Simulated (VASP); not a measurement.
# Lu (I4/mmm) in VASP: further runs

The runs below take Lu through single point, with PBE.

Everything below comes from runs of VASP 6.6.1. Logs are shortened: lines on timing, memory, paths and dates and some standing lists are left out, and cuts for length are marked.

**1. The cell of the first run**

The typed cell holds 1 atom: a = 3.434 Å, b = 3.434 Å, c = 3.434 Å, α = 120.03°, β = 120.03°, γ = 89.94°.

The cell was built from a structure type or drawn by symmetry, and may not be a known phase.

**2. Single point, PBE**

File INCAR:

```
ALGO = Fast
EDIFF = 1E-6
ENCUT = 520
GGA = PE
ISIF = 2
ISMEAR = 0
LASPH = True
LCHARG = True
LELF = True
LREAL = False
LVHAR = True
LWAVE = False
NBANDS = 18
NELM = 100
PREC = Accurate
SIGMA = 0.1
```

File KPOINTS:

```
k-points
0
Gamma
  8 8 8
```

File POSCAR:

```
Lu
1.0
   -1.7160475989      1.7160475989      2.4293453687
    1.7160475989     -1.7160475989      2.4293453687
    1.7160475989      1.7160475989     -2.4293453687
Lu
1
Direct
    0.0000000000      0.0000000000      0.0000000000
```

Potentials or basis: VASP PAW PBE potentials, release 64 (Lu).

The run is started by

```console
cat potpaw_PBE.64/Lu/POTCAR > POTCAR
mpirun -np 1 vasp_std > vasp.out
```

OUTCAR:

```text
EDIFF = 1E-6
   ENCUT = 520
   GGA = PE
   ISIF = 2
   ISMEAR = 0
   LASPH = True
   LREAL = False
   NELM = 100
   PREC = Accurate

 ion  position               nearest neighbor table
   1  0.000  0.000  0.000-

  LATTYP: Found a body centered tetragonal cell.
 ALAT       =     3.4320951978
 C/A-ratio  =     1.4156631612

  Lattice vectors:

 A1 = (  -1.7160475989,   1.7160475989,   2.4293453687)
 A2 = (   1.7160475989,  -1.7160475989,   2.4293453687)
 A3 = (   1.7160475989,   1.7160475989,  -2.4293453687)

Analysis of symmetry for initial positions (statically):
=====================================================================
 Subroutine PRICEL returns:
 Original cell was already a primitive cell.

 Routine SETGRP: Setting up the symmetry group for a
 body centered tetragonal supercell.

 Subroutine GETGRP returns: Found 16 space group operations
 (whereof 16 operations were pure point group operations)
 out of a pool of 16 trial point group operations.

The static configuration has the point symmetry D_4h.

Analysis of symmetry for dynamics (positions and initial velocities):
=====================================================================
 Subroutine PRICEL returns:
 Original cell was already a primitive cell.

 Routine SETGRP: Setting up the symmetry group for a
 body centered tetragonal supercell.

 Subroutine GETGRP returns: Found 16 space group operations
 (whereof 16 operations were pure point group operations)
 out of a pool of 16 trial point group operations.

The dynamic configuration has the point symmetry D_4h.

 Subroutine INISYM returns: Found 16 space group operations
 (whereof 16 operations are pure point group operations),
 and found     1 'primitive' translations

----------------------------------------------------------------------------------------

                                     Primitive cell

  volume of cell :      28.6159

  direct lattice vectors                    reciprocal lattice vectors
    -1.716047599  1.716047599  2.429345369     0.000000000  0.291367209  0.205816763
     1.716047599 -1.716047599  2.429345369     0.291367209  0.000000000  0.205816763
     1.716047599  1.716047599 -2.429345369     0.291367209  0.291367209  0.000000000

  length of vectors
     3.433854633  3.433854633  3.433854633     0.356728735  0.356728735  0.412055459

  position of ions in fractional coordinates (direct lattice)
     0.000000000  0.000000000  0.000000000

  ion indices of the primitive-cell ions
   primitive index   ion index
                 1           1

----------------------------------------------------------------------------------------

 KPOINTS: k-points

Automatic generation of k-mesh.
 Grid dimensions read from file:
 generate k-points for:    8    8    8

 Generating k-lattice:

  Cartesian coordinates                     Fractional coordinates (reciprocal lattice)
     0.000000000  0.036420901  0.025727095     0.125000000  0.000000000  0.000000000
     0.036420901  0.000000000  0.025727095     0.000000000  0.125000000  0.000000000
     0.036420901  0.036420901  0.000000000     0.000000000  0.000000000  0.125000000

  Length of vectors
     0.044591092  0.044591092  0.051506932

  Shift w.r.t. Gamma in fractional coordinates (k-lattice)
     0.000000000  0.000000000  0.000000000

 Subroutine IBZKPT returns following result:
 ===========================================

 Found     59 irreducible k-points:

 Following reciprocal coordinates:
            Coordinates               Weight
  0.000000  0.000000  0.000000      1.000000
  0.125000 -0.000000  0.000000      8.000000
  0.250000 -0.000000  0.000000      8.000000
  0.375000 -0.000000  0.000000      8.000000
  0.500000 -0.000000  0.000000      4.000000
  0.125000  0.125000  0.000000      8.000000
[... 16 lines left out ...]
  0.250000  0.125000  0.125000     16.000000
  0.375000  0.125000  0.125000      8.000000
 [... further k-points ...]
   k-points           NKPTS =     59   k-points in BZ     NKDIM =     59   number of bands    NBANDS=     18
   number of dos      NEDOS =    301   number of ions     NIONS =      1
   total plane-waves  NPLWV =  21952
   dimension x,y,z NGX =    28 NGY =   28 NGZ =   28
   dimension x,y,z NGXF=    56 NGYF=   56 NGZF=   56
   ions per type =               1
   NGX,Y,Z   is equivalent  to a cutoff of  13.56, 13.56, 13.56 a.u.
   NGXF,Y,Z  is equivalent  to a cutoff of  27.11, 27.11, 27.11 a.u.
 SYSTEM =  unknown system
   PREC   = accura    normal or accurate (medium, high low for compatibility)
   ISTART =      0    job   : 0-new  1-cont  2-samecut
   ICHARG =      2    charge: 1-file 2-atom 10-const
   ISPIN  =      1    spin polarized calculation?
   LNONCOLLINEAR =      F non collinear calculations
   LSORBIT =      F    spin-orbit coupling
   LASPH  =      T    aspherical Exc in radial PAW
   ENCUT  =  520.0 eV  38.22 Ry    6.18 a.u.   6.38  6.38  6.38*2*pi/ulx,y,z
   NELM   =    100;   NELMIN=  2; NELMDL= -5     # of ELM steps
   EDIFF  = 0.1E-05   stopping-criterion for ELM
   LREAL  =      F    real-space projection
   EDIFFG = 0.1E-04   stopping-criterion for IOM
   NSW    =      0    number of steps for IOM
   IBRION =     -1    ionic relax: 0-MD 1-quasi-New 2-CG
   NFREE  =      0    steps in history (QN), initial steepest desc. (CG)
   ISIF   =      2    stress and relaxation
   ISYM   =      2    0-nonsym 1-usesym 2-fastsym
   POTIM  = 0.5000    time-step for ionic-motion
   TEBEG  =    0.0;   TEEND  =   0.0 temperature during run
   PSTRESS=    0.0 pullay stress
   NELECT =      25.0000    total number of electrons
   NUPDOWN=      -1.0000    fix difference up-down
   EMIN   =  10.00;   EMAX   =-10.00  energy-range for DOS
   EFERMI =   0.00;   METHOD = LEGACY
   ISMEAR =     0;   SIGMA  =   0.10  broadening in eV -4-tet -1-fermi 0-gaus
   EFERMI_NEDOS =   21; number of points for ismear=-14 and -15
   IALGO  =     68    algorithm
   IMIX   =      4    mixing-type and parameters
     AMIX     =   0.40;   BMIX     =  1.00
     AMIX_MAG =   1.60;   BMIX_MAG =  1.00
  volume/ion in A,a.u.               =      28.62       193.11
  Fermi-wavevector in a.u.,A,eV,Ry     =   1.565016  2.957452 33.324423  2.449276
  Thomas-Fermi vector in A             =   2.667555
   LORBIT       =      0    0 simple, 1 ext, 2 COOP (PROOUT), +10 PAW based schemes
   GGA     = PE    functional components
   LHFCALC =     F    Hartree Fock is set to
   AEXX    =    0.0000 exact exchange contribution
   IVDW    =     0    specifies the selected vdW correction
   LEPSILON=     F    determine dielectric tensor
   LRPA    =     F    only Hartree local field effects (RPA)
 non-spin polarized calculation
 RMM-DIIS sequential band-by-band and
 Gauss-broadening in eV      SIGMA  =   0.10
  energy-cutoff  :      520.00
  volume of cell :       28.62
 maximum number of plane-waves:       783
 NGX is ok and might be reduce to    28
   NGX = 13   NGY = 13   NGZ = 13

 number of electron      25.0000005 magnetization

 Free energy of the ion-electron system (eV)
  ---------------------------------------------------
  ext. energy  EPLUGINS =         0.00000000
  ---------------------------------------------------
  free energy    TOTEN  =        -4.48282382 eV

  energy without entropy =       -4.47597567  energy(sigma->0) =       -4.47939974

 E-fermi :   2.3584     XC(G=0): -10.7442

 val. band max:        2.2886730183   @ k =  -0.2500  -0.3750   0.2500
 cond. band min:       2.4218061924   @ k =  -0.2500   0.3750   0.1250
 fundamental gap:      0.1331331741
 Fermi energy:         2.3583653418

 k-point     1 :       0.0000    0.0000    0.0000
  band No.  band energies     occupation
      1     -53.8281      2.00000
      2     -24.2422      2.00000
      3     -24.2421      2.00000
      4     -24.2421      2.00000
      5      -3.7739      2.00000
      6      -2.6502      2.00000
[... 10 lines left out ...]
     17       7.0533      0.00000
     18      12.6856      0.00000

 k-point     2 :       0.1250   -0.0000    0.0000
  band No.  band energies     occupation
      1     -53.8235      2.00000
      2     -24.3227      2.00000
      3     -24.2527      2.00000
      4     -24.2526      2.00000
      5      -3.3400      2.00000
      6      -2.6416      2.00000
[... 10 lines left out ...]
     17       6.8477      0.00000
     18      13.5893      0.00000

 k-point     3 :       0.2500   -0.0000    0.0000
  band No.  band energies     occupation
      1     -53.8122      2.00000
      2     -24.5118      2.00000
      3     -24.2780      2.00000
      4     -24.2776      2.00000
      5      -2.6280      2.00000
      6      -2.5972      2.00000
[... 10 lines left out ...]
     17       7.0156      0.00000
     18      12.4588      0.00000

 k-point     4 :       0.3750   -0.0000    0.0000
  band No.  band energies     occupation
      1     -53.8008      2.00000
      2     -24.6940      2.00000
      3     -24.3031      2.00000
      4     -24.3024      2.00000
      5      -2.6321      2.00000
      6      -2.5924      2.00000
[... 375 lines left out ...]
      4     -24.3105      2.00000
      5      -2.6023      2.00000
      6      -2.6011      2.00000
[... 10 lines left out ...]
     17       8.4093      0.00000
     18      13.3401      0.00000

 k-point    23 :       0.2500    0.1250    0.1250
  band No.  band energies     occupation
      1     -53.7946      2.00000
      2     -24.6543      2.00000
      3     -24.4332      2.00000
      4     -24.3407      2.00000
      5      -2.6086      2.00000
      6      -2.6007      2.00000
[... 10 lines left out ...]
     17       9.3778      0.00000
     18      11.1572      0.00000

 k-point    24 :       0.3750    0.1250    0.1250
  band No.  band energies     occupation
      1     -53.7908      2.00000
      2     -24.6958      2.00000
      3     -24.4514      2.00000
      4     -24.3571      2.00000
      5      -2.6099      2.00000
      6      -2.6080      2.00000
[... 10 lines left out ...]
     17       9.6728      0.00000
     18       9.9135      0.00000

 [... further k-points ...]

------------------------ aborting loop because EDIFF is reached ----------------------------------------

  FORCE on cell =-STRESS in cart. coord.  units (eV):
  Direction    XX          YY          ZZ          XY          YZ          ZX
  --------------------------------------------------------------------------------------
  -------------------------------------------------------------------------------------
  Total       -0.0192898     -0.0192898     -0.0281767      0.0000000     -0.0000000      0.0000000
  in kB       -1.0800151     -1.0800151     -1.5775855      0.0000000     -0.0000000      0.0000000
  external PRESSURE =      -1.2458719 kB  Pullay stress =       0.0000000 kB

 VOLUME and BASIS-vectors are now :
 -----------------------------------------------------------------------------
  energy-cutoff  :      520.00
  volume of cell :       28.62
      direct lattice vectors                 reciprocal lattice vectors
    -1.716047599  1.716047599  2.429345369     0.000000000  0.291367209  0.205816763
     1.716047599 -1.716047599  2.429345369     0.291367209  0.000000000  0.205816763
     1.716047599  1.716047599 -2.429345369     0.291367209  0.291367209  0.000000000

 POSITION                                       TOTAL-FORCE (eV/Angst)
 -----------------------------------------------------------------------------------
      0.00000      0.00000      0.00000         0.000000     -0.000000      0.000000
 -----------------------------------------------------------------------------------
    total drift:                               -0.000000     -0.000000     -0.000000

  FREE ENERGIE OF THE ION-ELECTRON SYSTEM (eV)
  ---------------------------------------------------
  free  energy   TOTEN  =        -4.4828238176 eV

  energy  without entropy=       -4.4759756671  energy(sigma->0) =       -4.47939974
```

Wall time 27 s (1 thread of Intel Xeon 6975P-C (Granite Rapids), shared host); peak memory 0.18 GiB.

What came out:

```yaml
Free_energy: -4.4828 eV
Pressure: -0.1 GPa
Band_gap_on_the_k_mesh: zero (an odd number of electrons rules out a gap without spin polarisation)
```

Caveat: spin-orbit coupling is left out, which moves the levels of the heavy elements.

**3. Single point, PBE**

This run uses another cell than the first one, of 29.95 Å³/atom.

File INCAR:

```
PREC = Accurate
ENCUT = 520
EDIFF = 1E-6
ISMEAR = 0
SIGMA = 0.1
LREAL = F
LASPH = T
NELM = 60
ALGO = Normal
ISIF = 2
LWAVE = F
LCHARG = F
GGA = PE
NBANDS = 18
```

File KPOINTS:

```
regular mesh
0
Gamma
  8 8 8
```

File POSCAR:

```
Lu
1.0
   -1.7245353600      1.7245353600      2.5175163100
    1.7245353600     -1.7245353600      2.5175163100
    1.7245353600      1.7245353600     -2.5175163100
Lu
1
Direct
    0.0000000000      0.0000000000      0.0000000000
```

Potentials or basis: VASP PAW PBE potentials, release 64 (Lu).

The run is started by

```console
cat potpaw_PBE.64/Lu/POTCAR > POTCAR
mpirun -np 1 vasp_std > vasp.out
```

OUTCAR:

```text
PREC = Accurate
   ENCUT = 520
   EDIFF = 1E-6
   ISMEAR = 0
   LREAL = F
   LASPH = T
   NELM = 60
   ISIF = 2
   GGA = PE

 ion  position               nearest neighbor table
   1  0.000  0.000  0.000-

  LATTYP: Found a body centered tetragonal cell.
 ALAT       =     3.4490707200
 C/A-ratio  =     1.4598229578

  Lattice vectors:

 A1 = (  -1.7245353600,   1.7245353600,   2.5175163100)
 A2 = (   1.7245353600,  -1.7245353600,   2.5175163100)
 A3 = (   1.7245353600,   1.7245353600,  -2.5175163100)

Analysis of symmetry for initial positions (statically):
=====================================================================
 Subroutine PRICEL returns:
 Original cell was already a primitive cell.

 Routine SETGRP: Setting up the symmetry group for a
 body centered tetragonal supercell.

 Subroutine GETGRP returns: Found 16 space group operations
 (whereof 16 operations were pure point group operations)
 out of a pool of 16 trial point group operations.

The static configuration has the point symmetry D_4h.

Analysis of symmetry for dynamics (positions and initial velocities):
=====================================================================
 Subroutine PRICEL returns:
 Original cell was already a primitive cell.

 Routine SETGRP: Setting up the symmetry group for a
 body centered tetragonal supercell.

 Subroutine GETGRP returns: Found 16 space group operations
 (whereof 16 operations were pure point group operations)
 out of a pool of 16 trial point group operations.

The dynamic configuration has the point symmetry D_4h.

 Subroutine INISYM returns: Found 16 space group operations
 (whereof 16 operations are pure point group operations),
 and found     1 'primitive' translations

----------------------------------------------------------------------------------------

[... 104 lines left out ...]
   EFERMI =   0.00;   METHOD = LEGACY
   ISMEAR =     0;   SIGMA  =   0.10  broadening in eV -4-tet -1-fermi 0-gaus
   EFERMI_NEDOS =   21; number of points for ismear=-14 and -15
   IALGO  =     38    algorithm
   IMIX   =      4    mixing-type and parameters
     AMIX     =   0.40;   BMIX     =  1.00
     AMIX_MAG =   1.60;   BMIX_MAG =  1.00
  volume/ion in A,a.u.               =      29.95       202.10
  Fermi-wavevector in a.u.,A,eV,Ry     =   1.541450  2.912917 32.328353  2.376067
  Thomas-Fermi vector in A             =   2.647394
   LORBIT       =      0    0 simple, 1 ext, 2 COOP (PROOUT), +10 PAW based schemes
   GGA     = PE    functional components
   LHFCALC =     F    Hartree Fock is set to
   AEXX    =    0.0000 exact exchange contribution
   IVDW    =     0    specifies the selected vdW correction
   LEPSILON=     F    determine dielectric tensor
   LRPA    =     F    only Hartree local field effects (RPA)
 non-spin polarized calculation
 Gauss-broadening in eV      SIGMA  =   0.10
  energy-cutoff  :      520.00
  volume of cell :       29.95
 maximum number of plane-waves:       827
 NGX is ok and might be reduce to    28
   NGX = 13   NGY = 13   NGZ = 13

 number of electron      24.9999995 magnetization

 Free energy of the ion-electron system (eV)
  ---------------------------------------------------
  ext. energy  EPLUGINS =         0.00000000
  ---------------------------------------------------
  free energy    TOTEN  =        -4.47483923 eV

  energy without entropy =       -4.46518062  energy(sigma->0) =       -4.47000993

 E-fermi :   2.1755     XC(G=0): -10.5296

 val. band max:        2.1490013030   @ k =  -0.3750   0.2500   0.0000
 cond. band min:       2.1769012479   @ k =  -0.2500  -0.3750   0.2500
 fundamental gap:      0.0278999449
 Fermi energy:         2.1755381092

 k-point     1 :       0.0000    0.0000    0.0000
  band No.  band energies     occupation
      1     -54.1198      2.00000
      2     -24.5604      2.00000
      3     -24.5592      2.00000
      4     -24.5592      2.00000
      5      -3.8341      2.00000
      6      -2.9089      2.00000
[... 481 lines left out ...]
      5      -2.8721      2.00000
      6      -2.8706      2.00000
[... 10 lines left out ...]
     17       9.0527      0.00000
     18       9.4991      0.00000

 [... further k-points ...]

------------------------ aborting loop because EDIFF is reached ----------------------------------------

  FORCE on cell =-STRESS in cart. coord.  units (eV):
  Direction    XX          YY          ZZ          XY          YZ          ZX
  --------------------------------------------------------------------------------------
  -------------------------------------------------------------------------------------
  Total       -0.1752788     -0.1752788     -0.4614938      0.0000000     -0.0000000      0.0000000
  in kB       -9.3769910     -9.3769910    -24.6888013      0.0000000     -0.0000000      0.0000000
  external PRESSURE =     -14.4809278 kB  Pullay stress =       0.0000000 kB

 VOLUME and BASIS-vectors are now :
 -----------------------------------------------------------------------------
  energy-cutoff  :      520.00
  volume of cell :       29.95
      direct lattice vectors                 reciprocal lattice vectors
    -1.724535360  1.724535360  2.517516310     0.000000000  0.289933168  0.198608445
     1.724535360 -1.724535360  2.517516310     0.289933168  0.000000000  0.198608445
     1.724535360  1.724535360 -2.517516310     0.289933168  0.289933168  0.000000000

 POSITION                                       TOTAL-FORCE (eV/Angst)
 -----------------------------------------------------------------------------------
      0.00000      0.00000      0.00000         0.000000      0.000000      0.000000
 -----------------------------------------------------------------------------------
    total drift:                                0.000000     -0.000000     -0.000000

  FREE ENERGIE OF THE ION-ELECTRON SYSTEM (eV)
  ---------------------------------------------------
  free  energy   TOTEN  =        -4.4748392343 eV

  energy  without entropy=       -4.4651806222  energy(sigma->0) =       -4.47000993
```

OSZICAR:

```text
N       E                     dE             d eps       ncg     rms          rms(c)
DAV:   1     0.849170528176E+02    0.84917E+02   -0.10301E+04  2660   0.463E+03
DAV:   2     0.160766022241E+01   -0.83309E+02   -0.81557E+02  2226   0.368E+02
DAV:   3    -0.434633247396E+01   -0.59540E+01   -0.58865E+01  2452   0.729E+01
DAV:   4    -0.455257272668E+01   -0.20624E+00   -0.20511E+00  2986   0.111E+01
DAV:   5    -0.455707354913E+01   -0.45008E-02   -0.44976E-02  2572   0.137E+00    0.341E+00
DAV:   6    -0.449325654727E+01    0.63817E-01   -0.17973E-01  3452   0.635E+00    0.161E+00
DAV:   7    -0.447612648041E+01    0.17130E-01   -0.33504E-02  2804   0.141E+00    0.306E-01
DAV:   8    -0.447470148121E+01    0.14250E-02   -0.40388E-03  3332   0.703E-01    0.864E-02
DAV:   9    -0.447483775860E+01   -0.13628E-03   -0.39421E-04  2594   0.239E-01    0.385E-02
DAV:  10    -0.447483859091E+01   -0.83231E-06   -0.59606E-05  2776   0.661E-02    0.775E-03
DAV:  11    -0.447483923427E+01   -0.64336E-06   -0.29368E-06  2048   0.150E-02
   1 F= -.44748392E+01 E0= -.44700099E+01  d E =-.965861E-02
```

stdout:

```text
POSCAR found type information on POSCAR Lu
 POSCAR found :  1 types and       1 ions
 scaLAPACK will be used
 LDA part: xc-table for (Slater+PW92), standard interpolation
 POSCAR, INCAR and KPOINTS ok, starting setup
 FFT: planning ... GRIDC
 FFT: planning ... GRID_SOFT
 FFT: planning ... GRID
 WAVECAR not read
 entering main loop
```

Run time: 13 s. Hardware: 1 thread of Intel Xeon 6975P-C (Granite Rapids), shared host; peak memory 0.19 GiB.

What came out:

```
Free energy            : -4.4748 eV
Pressure               : -1.4 GPa
Band gap on the k mesh : zero (an odd number of electrons rules out a gap without spin polarisation)
```

Stress tensor (GPa, compression positive):
```
-0.94  0.00  0.00
 0.00 -0.94  0.00
 0.00  0.00 -2.47
```

Caveat: spin-orbit coupling is left out, which moves the levels of the heavy elements.
